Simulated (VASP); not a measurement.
Write the native input for VASP 6.6.1 that does the following.

- Task: relaxation of shape and atoms at fixed volume
- Functional: PBE
- Potentials or basis: VASP PAW PBE potentials, release 64 (Cd, Se)
- Cutoff: 600 eV
- k mesh: 12 × 12 × 12
- Occupations: gaussian, width 0.02 eV
- Spin: no spin polarisation
- Dipole correction: no
- Further INCAR settings: ALGO = Normal; EDIFF = 1e-06; IBRION = 2; EDIFFG = -0.01; NSW = 50; ISIF = 4

The structure of CdSe lies in POSCAR:

```
CdSe
1.0
   -2.1231855648      2.1231855648      2.9993990076
    2.1231855648     -2.1231855648      2.9993990076
    2.1231855648      2.1231855648     -2.9993990076
Cd Se
1 1
Direct
    0.0000000000      0.0000000000      0.0000000000
    0.2500000000      0.7500000000      0.5000000000
```

These files were run (other wordings do the same):

INCAR

```
PREC     = Accurate       # precision mode
ENCUT    = 600            # plane-wave cutoff, eV
EDIFF    = 1E-6           # SCF threshold, eV
ISMEAR   = 0              # smearing method
SIGMA    = 0.02           # smearing width, eV
LREAL    = F              # projectors in reciprocal space
LASPH    = T              # aspherical terms in the spheres
NELM     = 80             # most SCF steps
ALGO     = Normal         # electronic algorithm
ISIF     = 4              # what is computed and relaxed
LWAVE    = F              # write WAVECAR
LCHARG   = F              # write CHGCAR
GGA      = PE             # functional
IBRION   = 2              # ionic algorithm
NSW      = 50             # ionic steps
EDIFFG   = -0.01          # ionic threshold
```

KPOINTS

```
regular mesh
0
Gamma
  12 12 12
```

Potentials or basis: VASP PAW PBE potentials, release 64 (Cd, Se).

The run is started by

```bash
$ cat potpaw_PBE.64/Cd/POTCAR potpaw_PBE.64/Se/POTCAR > POTCAR
$ mpirun -np 1 vasp_std > vasp.out
```

It gave:

```json
{
  "Pressure after relaxing": "5.7 GPa",
  "Band gap on the k mesh": "0.69 eV"
}
```

Caveat: semilocal functionals underestimate gaps, and a narrow one can read as zero.

Wall time 2.2 min on 1 thread of Intel(R) Xeon(R) Platinum 8375C CPU @ 2.90GHz (Ice Lake) (shared host), peak memory 0.32 GiB.
